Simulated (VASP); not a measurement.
Input of a VASP 6.6.1 run:

File INCAR:

```
  ALGO = Normal
  EDIFF = 1E-6
  ENCUT = 520
  GGA = PE
  ISIF = 2
  ISMEAR = 0
  IVDW = 12
  LASPH = True
  LCHARG = True
  LELF = True
  LREAL = False
  LVHAR = True
  LWAVE = False
  NBANDS = 20
  NELM = 80
  PREC = Accurate
  SIGMA = 0.05
```

KPOINTS

```
k-points
0
Gamma
  9 9 4
```

Contents of POSCAR:

```
Al2O3
1.0
    2.9416895826      0.0000000000      0.0000000000
   -1.4708447913      2.5475779086      0.0000000000
    0.0000000000      0.0000000000      7.4858055969
Al O
2 3
Direct
    0.0000000000      0.0000000000      0.1907358529
    0.0000000000      0.0000000000      0.8092641471
    0.3333333333      0.6666666667      0.2635340166
    0.6666666667      0.3333333333      0.0000000000
    0.3333333333      0.6666666667      0.7364659834
```

Potentials or basis: VASP PAW PBE potentials, release 64 (Al, O).

Command:

```bash
$ cat potpaw_PBE.64/Al/POTCAR potpaw_PBE.64/O/POTCAR > POTCAR
$ mpirun -np 1 vasp_std > vasp.out
```

Problem. Predict the pressure.

Solution. -2.9 GPa.

Problem. Estimate the largest force.

Solution. 1.986 eV/Å.

Problem. What does it give for the band gap on the k mesh?

Solution. 4.18 eV, indirect (least direct gap 4.38 eV).

Problem. Predict the dispersion energy per atom.

Solution. -0.181 eV.

Forces in eV/Å, atoms in the order of the input:
```
Al   0.000  0.000 -1.986
Al   0.000  0.000  1.986
O    0.000  0.000  1.628
O    0.000  0.000  0.000
O    0.000  0.000 -1.628
```

Caveat: forces of over 1 eV/Å act on the atoms, so gaps and moduli don't describe the material at rest. A k mesh can miss the band edges.
